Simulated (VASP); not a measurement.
# CdSe (I-4m2) in VASP: further runs

CdSe is run at these levels: PBE; tasks: single point.

Everything below comes from runs of VASP 6.6.1. Logs are shortened: lines on timing, memory, paths and dates and some standing lists are left out, and cuts for length are marked.

## (1) The cell of the first run

It takes space group I-4m2 (No. 119, tetragonal). The conventional cell has a = 4.338 Å, b = 4.338 Å, c = 5.890 Å, α = 90.00°, β = 90.00°, γ = 90.00°. Within 3.5 Å of Cd (site symmetry -4m2) lie 4 Se at 2.62 Å. Se (site symmetry -4m2) has 4 Cd at 2.62 Å within 3.5 Å.

## (2) Single point, PBE (uniaxial z strain -4.0%)

Contents of INCAR:

```
SYSTEM = CdSe
PREC = Accurate ; ENCUT = 500
EDIFF = 1E-6 ; ISMEAR = 0
SIGMA = 0.01 ; LREAL = .False.
LASPH = .True. ; NELM = 120
ALGO = Normal ; ISIF = 2
LWAVE = .False. ; LCHARG = .False.
GGA = PE ; NBANDS = 16
GGA_COMPAT = .False.
```

Contents of KPOINTS:

```
regular mesh
0
Gamma
  4 4 4
  0 0 0
```

Contents of POSCAR:

```
CdSe
1.0
    0.0000000000      3.0677809654      2.9450697268
    3.0677809654      0.0000000000      2.9450697268
    3.0677809654      3.0677809654      0.0000000000
Cd Se
1 1
Direct
    0.0000000000      0.0000000000      0.0000000000
    0.2500000000      0.2500000000      0.2500000000
```

Potentials or basis: VASP PAW PBE potentials, release 64 (Cd, Se).

Started as:

```
cat potpaw_PBE.64/Cd/POTCAR potpaw_PBE.64/Se/POTCAR > POTCAR
mpirun -np 1 vasp_std > vasp.out
```

OUTCAR:

```text
SYSTEM = CdSe
   PREC = Accurate
   ENCUT = 500
   EDIFF = 1E-6
   ISMEAR = 0
   LREAL = .False.
   LASPH = .True.
   NELM = 120
   ISIF = 2
   GGA = PE

 ion  position               nearest neighbor table
   1  0.000  0.000  0.000-   2 2.62   2 2.62   2 2.62   2 2.62
   2  0.250  0.250  0.250-   1 2.62   1 2.62   1 2.62   1 2.62

  LATTYP: Found a body centered tetragonal cell.
 ALAT       =     4.3384974477
 C/A-ratio  =     1.3576450199

  Lattice vectors:

 A1 = (   0.0000000000,  -3.0677809654,  -2.9450697268)
 A2 = (   0.0000000000,   3.0677809654,  -2.9450697268)
 A3 = (   3.0677809654,   0.0000000000,   2.9450697268)

Analysis of symmetry for initial positions (statically):
=====================================================================
 Subroutine PRICEL returns:
 Original cell was already a primitive cell.

 Routine SETGRP: Setting up the symmetry group for a
 body centered tetragonal supercell.

 Subroutine GETGRP returns: Found  8 space group operations
 (whereof  8 operations were pure point group operations)
 out of a pool of 16 trial point group operations.

The static configuration has the point symmetry D_2d.

Analysis of symmetry for dynamics (positions and initial velocities):
=====================================================================
 Subroutine PRICEL returns:
 Original cell was already a primitive cell.

 Routine SETGRP: Setting up the symmetry group for a
 body centered tetragonal supercell.

 Subroutine GETGRP returns: Found  8 space group operations
 (whereof  8 operations were pure point group operations)
 out of a pool of 16 trial point group operations.

The dynamic configuration has the point symmetry D_2d.

 Subroutine INISYM returns: Found  8 space group operations
 (whereof  8 operations are pure point group operations),
 and found     1 'primitive' translations

----------------------------------------------------------------------------------------

                                     Primitive cell

  volume of cell :      55.4338

  direct lattice vectors                    reciprocal lattice vectors
     0.000000000  3.067780965  2.945069727    -0.162984257  0.162984257  0.169775267
     3.067780965  0.000000000  2.945069727     0.162984257 -0.162984257  0.169775267
     3.067780965  3.067780965  0.000000000     0.162984257  0.162984257 -0.169775267

  length of vectors
     4.252612814  4.252612814  4.338497448     0.286271510  0.286271510  0.286271510
[... 68 lines left out ...]
   NELM   =    120;   NELMIN=  2; NELMDL= -5     # of ELM steps
   EDIFF  = 0.1E-05   stopping-criterion for ELM
   LREAL  =      F    real-space projection
   EDIFFG = 0.1E-04   stopping-criterion for IOM
   NSW    =      0    number of steps for IOM
   IBRION =     -1    ionic relax: 0-MD 1-quasi-New 2-CG
   NFREE  =      0    steps in history (QN), initial steepest desc. (CG)
   ISIF   =      2    stress and relaxation
   ISYM   =      2    0-nonsym 1-usesym 2-fastsym
   POTIM  = 0.5000    time-step for ionic-motion
   TEBEG  =    0.0;   TEEND  =   0.0 temperature during run
   PSTRESS=    0.0 pullay stress
   NELECT =      18.0000    total number of electrons
   NUPDOWN=      -1.0000    fix difference up-down
   EMIN   =  10.00;   EMAX   =-10.00  energy-range for DOS
   EFERMI =   0.00;   METHOD = LEGACY
   ISMEAR =     0;   SIGMA  =   0.01  broadening in eV -4-tet -1-fermi 0-gaus
   EFERMI_NEDOS =   21; number of points for ismear=-14 and -15
   IALGO  =     38    algorithm
   IMIX   =      4    mixing-type and parameters
     AMIX     =   0.40;   BMIX     =  1.00
     AMIX_MAG =   1.60;   BMIX_MAG =  1.00
  volume/ion in A,a.u.               =      27.72       187.04
  Fermi-wavevector in a.u.,A,eV,Ry     =   1.125229  2.126374 17.226884  1.266140
  Thomas-Fermi vector in A             =   2.261905
   LORBIT       =      0    0 simple, 1 ext, 2 COOP (PROOUT), +10 PAW based schemes
   GGA     = PE    functional components
   LHFCALC =     F    Hartree Fock is set to
   AEXX    =    0.0000 exact exchange contribution
   IVDW    =     0    specifies the selected vdW correction
   LEPSILON=     F    determine dielectric tensor
   LRPA    =     F    only Hartree local field effects (RPA)
 non-spin polarized calculation
 Gauss-broadening in eV      SIGMA  =   0.01
  energy-cutoff  :      500.00
  volume of cell :       55.43
 maximum number of plane-waves:      1420
 NGX is ok and might be reduce to    32
   NGX = 15   NGY = 15   NGZ = 15

 number of electron      18.0000001 magnetization

 Free energy of the ion-electron system (eV)
  ---------------------------------------------------
  ext. energy  EPLUGINS =         0.00000000
  ---------------------------------------------------
  free energy    TOTEN  =        -5.39567596 eV

  energy without entropy =       -5.39567596  energy(sigma->0) =       -5.39567596

 E-fermi :   1.2642     XC(G=0):  -8.9423

 val. band max:        1.1661877753   @ k =   0.0000   0.0000   0.0000
 cond. band min:       1.7080951217   @ k =   0.0000   0.0000   0.0000
 fundamental gap:      0.5419073464
 Fermi energy:         1.2641984127

 k-point     1 :       0.0000    0.0000    0.0000
  band No.  band energies     occupation
      1     -11.5806      2.00000
      2      -6.9305      2.00000
      3      -6.9305      2.00000
      4      -6.9125      2.00000
      5      -6.5446      2.00000
      6      -6.5328      2.00000
[... 224 lines left out ...]
      3      -6.7091      2.00000
      4      -6.5735      2.00000
      5      -6.5319      2.00000
      6      -6.0442      2.00000
[... 8 lines left out ...]
     15      13.7943      0.00000
     16      13.8432      0.00000

------------------------ aborting loop because EDIFF is reached ----------------------------------------

  FORCE on cell =-STRESS in cart. coord.  units (eV):
  Direction    XX          YY          ZZ          XY          YZ          ZX
  --------------------------------------------------------------------------------------
  -------------------------------------------------------------------------------------
  Total        1.4051752      1.4051752      1.5772499      0.0000000      0.0000000      0.0000000
  in kB       40.6131614     40.6131614     45.5865603      0.0000000      0.0000000      0.0000000
  external PRESSURE =      42.2709610 kB  Pullay stress =       0.0000000 kB

 VOLUME and BASIS-vectors are now :
 -----------------------------------------------------------------------------
  energy-cutoff  :      500.00
  volume of cell :       55.43
      direct lattice vectors                 reciprocal lattice vectors
     0.000000000  3.067780965  2.945069727    -0.162984257  0.162984257  0.169775267
     3.067780965  0.000000000  2.945069727     0.162984257 -0.162984257  0.169775267
     3.067780965  3.067780965  0.000000000     0.162984257  0.162984257 -0.169775267

 POSITION                                       TOTAL-FORCE (eV/Angst)
 -----------------------------------------------------------------------------------
      0.00000      0.00000      0.00000         0.000000      0.000000      0.000000
      1.53389      1.53389      1.47253        -0.000000     -0.000000     -0.000000
 -----------------------------------------------------------------------------------
    total drift:                                0.000000      0.000000      0.000000

  FREE ENERGIE OF THE ION-ELECTRON SYSTEM (eV)
  ---------------------------------------------------
  free  energy   TOTEN  =        -5.3956759577 eV

  energy  without entropy=       -5.3956759577  energy(sigma->0) =       -5.39567596
```

OSZICAR:

```text
N       E                     dE             d eps       ncg     rms          rms(c)
DAV:   1     0.105114382754E+03    0.10511E+03   -0.85127E+03   416   0.976E+02
DAV:   2    -0.170360644356E+01   -0.10682E+03   -0.10068E+03   488   0.244E+02
DAV:   3    -0.576912241227E+01   -0.40655E+01   -0.40584E+01   488   0.492E+01
DAV:   4    -0.578706628464E+01   -0.17944E-01   -0.17943E-01   536   0.332E+00
DAV:   5    -0.578718057805E+01   -0.11429E-03   -0.11429E-03   528   0.229E-01    0.647E+00
DAV:   6    -0.541877145203E+01    0.36841E+00   -0.54340E-01   544   0.901E+00    0.510E+00
DAV:   7    -0.539416408136E+01    0.24607E-01   -0.16593E-01   512   0.268E+00    0.216E+00
DAV:   8    -0.539534537857E+01   -0.11813E-02   -0.15909E-02   512   0.155E+00    0.264E-01
DAV:   9    -0.539555160548E+01   -0.20623E-03   -0.17105E-03   488   0.549E-01    0.497E-02
DAV:  10    -0.539562427364E+01   -0.72668E-04   -0.19997E-04   576   0.182E-01    0.448E-02
DAV:  11    -0.539567618750E+01   -0.51914E-04   -0.87344E-05   496   0.594E-02    0.153E-02
DAV:  12    -0.539567595767E+01    0.22982E-06   -0.29461E-06   512   0.225E-02
   1 F= -.53956760E+01 E0= -.53956760E+01  d E =-.168480E-45
```

Run time: 10 s. Hardware: 1 thread of Intel Xeon Platinum 8488C (Sapphire Rapids), shared host; peak memory 0.17 GiB.

Results:

| Property | Result |
| --- | --- |
| Free energy | -5.3957 eV |
| Pressure | 4.2 GPa |
| Band gap on the k mesh | 0.54 eV, direct |

Stress tensor (GPa, compression positive):
```
4.06 0.00 0.00
0.00 4.06 0.00
0.00 0.00 4.56
```

Levels at points of the mesh, in eV from the valence-band top:
| k point | band 5 | band 6 | band 7 | band 8 | band 9 | band 10 | band 11 | band 12 | band 13 | band 14 |
| --- | --- | --- | --- | --- | --- | --- | --- | --- | --- | --- |
| (0.00, 0.00, 0.00) | -7.71 | -7.70 | -0.12 | -0.12 | 0.00 | 0.54 | 5.84 | 5.85 | 5.85 | 9.75 |
| (0.50, 0.00, 0.00) | -7.67 | -7.40 | -4.56 | -0.94 | -0.76 | 2.30 | 6.21 | 6.51 | 7.39 | 9.99 |
| (0.50, 0.50, 0.00) | -7.64 | -7.28 | -4.08 | -2.10 | -2.10 | 2.93 | 3.44 | 9.36 | 10.18 | 10.18 |
| (0.50, 0.00, 0.50) | -7.65 | -7.35 | -4.31 | -1.96 | -1.89 | 3.06 | 3.80 | 8.97 | 9.98 | 10.43 |

Caveat: the k points lie up to 0.45 Å⁻¹ apart; the cell differs from its parent crystal (uniaxial z strain -4.0%).

## (3) Single point, PBE (uniaxial z strain -3.0%)

Contents of INCAR:

```
PREC = Accurate
ENCUT = 500
EDIFF = 1E-6
ISMEAR = 0
SIGMA = 0.01
LREAL = F
LASPH = T
NELM = 120
ALGO = Normal
ISIF = 2
LWAVE = F
LCHARG = T
GGA = PE
LELF = T
LVHAR = T
NBANDS = 16
GGA_COMPAT = F
```

Contents of KPOINTS:

```
regular mesh
0
Gamma
  4 4 4
```

Contents of POSCAR:

```
CdSe
1.0
    0.0000000000      3.0677809654      2.9757475364
    3.0677809654      0.0000000000      2.9757475364
    3.0677809654      3.0677809654      0.0000000000
Cd Se
1 1
Direct
    0.0000000000      0.0000000000      0.0000000000
    0.2500000000      0.2500000000      0.2500000000
```

Potentials or basis: VASP PAW PBE potentials, release 64 (Cd, Se).

Started as:

```
cat potpaw_PBE.64/Cd/POTCAR potpaw_PBE.64/Se/POTCAR > POTCAR
mpirun -np 1 vasp_std > vasp.out
```

OUTCAR:

```text
PREC = Accurate
   ENCUT = 500
   EDIFF = 1E-6
   ISMEAR = 0
   LREAL = F
   LASPH = T
   NELM = 120
   ISIF = 2
   GGA = PE

 ion  position               nearest neighbor table
   1  0.000  0.000  0.000-   2 2.63   2 2.63   2 2.63   2 2.63
   2  0.250  0.250  0.250-   1 2.63   1 2.63   1 2.63   1 2.63

  LATTYP: Found a body centered tetragonal cell.
 ALAT       =     4.3384974477
 C/A-ratio  =     1.3717871555

  Lattice vectors:

[... 417 lines left out ...]
     15      13.6695      0.00000
     16      13.8075      0.00000

------------------------ aborting loop because EDIFF is reached ----------------------------------------

  FORCE on cell =-STRESS in cart. coord.  units (eV):
  Direction    XX          YY          ZZ          XY          YZ          ZX
  --------------------------------------------------------------------------------------
  -------------------------------------------------------------------------------------
  Total        1.2121659      1.2121659      1.3520514      0.0000000      0.0000000      0.0000000
  in kB       34.6735161     34.6735161     38.6748831      0.0000000      0.0000000      0.0000000
  external PRESSURE =      36.0073051 kB  Pullay stress =       0.0000000 kB

 VOLUME and BASIS-vectors are now :
 -----------------------------------------------------------------------------
  energy-cutoff  :      500.00
  volume of cell :       56.01
      direct lattice vectors                 reciprocal lattice vectors
     0.000000000  3.067780965  2.975747536    -0.162984257  0.162984257  0.168025007
     3.067780965  0.000000000  2.975747536     0.162984257 -0.162984257  0.168025007
     3.067780965  3.067780965  0.000000000     0.162984257  0.162984257 -0.168025007

 POSITION                                       TOTAL-FORCE (eV/Angst)
 -----------------------------------------------------------------------------------
      0.00000      0.00000      0.00000        -0.000000     -0.000000     -0.000000
      1.53389      1.53389      1.48787         0.000000      0.000000      0.000000
 -----------------------------------------------------------------------------------
    total drift:                                0.000000      0.000000      0.000001

  FREE ENERGIE OF THE ION-ELECTRON SYSTEM (eV)
  ---------------------------------------------------
  free  energy   TOTEN  =        -5.4108294385 eV

  energy  without entropy=       -5.4108294385  energy(sigma->0) =       -5.41082944
```

stdout:

```text
POSCAR found type information on POSCAR CdSe
 POSCAR found :  2 types and       2 ions
 scaLAPACK will be used
 LDA part: xc-table for (Slater+PW92), standard interpolation
 POSCAR, INCAR and KPOINTS ok, starting setup
 FFT: planning ... GRIDC
 FFT: planning ... GRID_SOFT
 FFT: planning ... GRID
 WAVECAR not read
 entering main loop
```

It took 12 s on 1 thread of Intel Xeon Platinum 8488C (Sapphire Rapids), shared host; peak memory 0.17 GiB.

Results:

* Free energy: -5.4108 eV
* Pressure: 3.6 GPa
* Band gap on the k mesh: 0.54 eV, direct

Caveat: the k points lie up to 0.45 Å⁻¹ apart; the cell differs from its parent crystal (uniaxial z strain -3.0%).

## (4) Single point, PBE (uniaxial z strain -4.0%)

Contents of INCAR:

```
  PREC = Accurate
  ENCUT = 500
  EDIFF = 1E-6
  ISMEAR = -1
  SIGMA = 0.02
  LREAL = False
  LASPH = True
  NELM = 120
  ALGO = Normal
  ISIF = 2
  LWAVE = False
  LCHARG = False
  GGA = PE
  NBANDS = 16
  GGA_COMPAT = False
```

Contents of KPOINTS:

```
regular mesh
0
Gamma
  8 8 8
```

Contents of POSCAR:

```
CdSe
1.0
    0.0000000000      3.0677809654      2.9450697268
    3.0677809654      0.0000000000      2.9450697268
    3.0677809654      3.0677809654      0.0000000000
Cd Se
1 1
Direct
    0.0000000000      0.0000000000      0.0000000000
    0.2500000000      0.2500000000      0.2500000000
```

Started as:

```
cat potpaw_PBE.64/Cd/POTCAR potpaw_PBE.64/Se/POTCAR > POTCAR
mpirun -np 1 vasp_std > vasp.out
```

It took 32 s on 1 thread of Intel Xeon Platinum 8488C (Sapphire Rapids), shared host; peak memory 0.2 GiB.

Results (log left out):

```yaml
Free_energy: -5.4458 eV
Pressure: 4.0 GPa
Band_gap_on_the_k_mesh: 0.56 eV, direct
```

Stress tensor (GPa, compression positive):
```
3.85 0.00 0.00
0.00 3.85 0.00
0.00 0.00 4.34
```

Levels at points of the mesh, in eV from the valence-band top:
```
           k point  band 7  band 8  band 9  band 10  band 11  band 12
(0.00, 0.00, 0.00)   -0.12   -0.12    0.00     0.56     5.86     5.87
(0.50, 0.00, 0.00)   -4.55   -0.94   -0.76     2.32     6.23     6.53
(0.50, 0.50, 0.00)   -4.07   -2.09   -2.09     2.95     3.46     9.36
(0.50, 0.00, 0.50)   -4.30   -1.95   -1.88     3.08     3.81     8.97
```

Caveat: the cell differs from its parent crystal (uniaxial z strain -4.0%).

## (5) Single point, PBE (uniaxial z strain -3.0%)

Contents of INCAR:

```
  ALGO = Normal
  EDIFF = 1E-6
  ENCUT = 500
  GGA = PE
  GGA_COMPAT = False
  ISIF = 2
  ISMEAR = -1
  LASPH = True
  LCHARG = False
  LREAL = False
  LWAVE = False
  NBANDS = 16
  NELM = 120
  PREC = Accurate
  SIGMA = 0.02
```

Contents of KPOINTS:

```
k-points
0
Gamma
  8 8 8
```

Contents of POSCAR:

```
CdSe
1.0
    0.0000000000      3.0677809654      2.9757475364
    3.0677809654      0.0000000000      2.9757475364
    3.0677809654      3.0677809654      0.0000000000
Cd Se
1 1
Direct
    0.0000000000      0.0000000000      0.0000000000
    0.2500000000      0.2500000000      0.2500000000
```

Started as:

```
cat potpaw_PBE.64/Cd/POTCAR potpaw_PBE.64/Se/POTCAR > POTCAR
mpirun -np 1 vasp_std > vasp.out
```

Wall time 32 s (1 thread of Intel Xeon Platinum 8488C (Sapphire Rapids), shared host); peak memory 0.2 GiB.

Results (log left out):

- Free energy: -5.4602 eV
- Pressure: 3.4 GPa
- Band gap on the k mesh: 0.56 eV, direct

Stress tensor (GPa, compression positive):
```
3.26 0.00 0.00
0.00 3.26 0.00
0.00 0.00 3.66
```

Levels at points of the mesh, in eV from the valence-band top:
```
           k point  band 7  band 8  band 9  band 10  band 11  band 12
(0.00, 0.00, 0.00)   -0.09   -0.09    0.00     0.56     5.88     5.88
(0.50, 0.00, 0.00)   -4.47   -0.88   -0.75     2.33     6.28     6.50
(0.50, 0.50, 0.00)   -4.04   -2.01   -2.01     3.01     3.53     9.26
(0.50, 0.00, 0.50)   -4.21   -1.91   -1.86     3.11     3.79     8.98
```

Caveat: the cell differs from its parent crystal (uniaxial z strain -3.0%).

## (6) The runs side by side

| cell | k mesh | smearing | gap on the mesh (eV) | pressure (GPa) |
| --- | --- | --- | --- | --- |
| a = 4.253, b = 4.253, c = 4.338 Å, angles 59.3, 59.3, 61.3°, 2 atoms | 4 × 4 × 4 | gaussian 0.01 eV | 0.54 | 4.2 |
| a = 4.274, b = 4.274, c = 4.338 Å, angles 59.5, 59.5, 61.0°, 2 atoms | 4 × 4 × 4 | gaussian 0.01 eV | 0.54 | 3.6 |
| a = 4.253, b = 4.253, c = 4.338 Å, angles 59.3, 59.3, 61.3°, 2 atoms | 8 × 8 × 8 | fermi-dirac 0.02 eV | 0.56 | 4.0 |
| a = 4.274, b = 4.274, c = 4.338 Å, angles 59.5, 59.5, 61.0°, 2 atoms | 8 × 8 × 8 | fermi-dirac 0.02 eV | 0.56 | 3.4 |

Alike in all rows: task single point; level PBE; potentials or basis VASP PAW PBE potentials, release 64 (Cd, Se); no spin polarisation; cutoff (eV) 500.

Caveats: some runs use coarse meshes.

Total energies depend on the potentials used, so only differences within one code and one set of settings carry meaning.
